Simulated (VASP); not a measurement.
**MgO: single point with r2SCAN**

MgO:

```
CELL_PARAMETERS angstrom
3.28822 0.00000 0.00000
-1.64411 2.84768 0.00000
0.00000 0.00000 5.03437
ATOMIC_POSITIONS crystal
Mg 0.33333 0.66667 0.99016
Mg 0.66667 0.33333 0.49016
O 0.33333 0.66667 0.38484
O 0.66667 0.33333 0.88484
```

- Program: VASP 6.6.1
- Task: single point
- Functional: r2SCAN
- Potentials or basis: VASP PAW PBE potentials, release 64 (Mg, O)
- Cutoff: 520 eV
- k mesh: 9 × 9 × 4
- Occupations: gaussian, width 0.01 eV
- Spin: no spin polarisation

```json
{"Pressure": "-0.5 GPa", "Band gap on the k mesh": "4.21 eV, direct"}
```

Forces in eV/Å, atoms in the order of the input:
```
Mg   0.000  0.000  0.002
Mg   0.000  0.000  0.002
O    0.000  0.000 -0.002
O    0.000  0.000 -0.002
```

Levels at points of the mesh, in eV from the valence-band top:
| k point | band 4 | band 5 | band 6 | band 7 | band 8 | band 9 | band 10 | band 11 | band 12 | band 13 |
| --- | --- | --- | --- | --- | --- | --- | --- | --- | --- | --- |
| (0.00, 0.00, 0.00) | -0.69 | -0.69 | -0.38 | -0.38 | 0.00 | 4.21 | 9.43 | 11.17 | 15.24 | 15.24 |
| (0.00, 0.00, 0.50) | -1.97 | -0.54 | -0.54 | -0.54 | -0.54 | 6.72 | 6.72 | 14.18 | 14.18 | 15.75 |

Wall time 49 s on 1 thread of AMD EPYC 9R45 96-Core Processor (Zen 5) (shared host), peak memory 0.15 GiB.

Caveat: the PAW data sets were made with another functional, which shifts forces and pressure a little. r2SCAN opens gaps a little over a GGA but as a rule still falls short of measured ones.
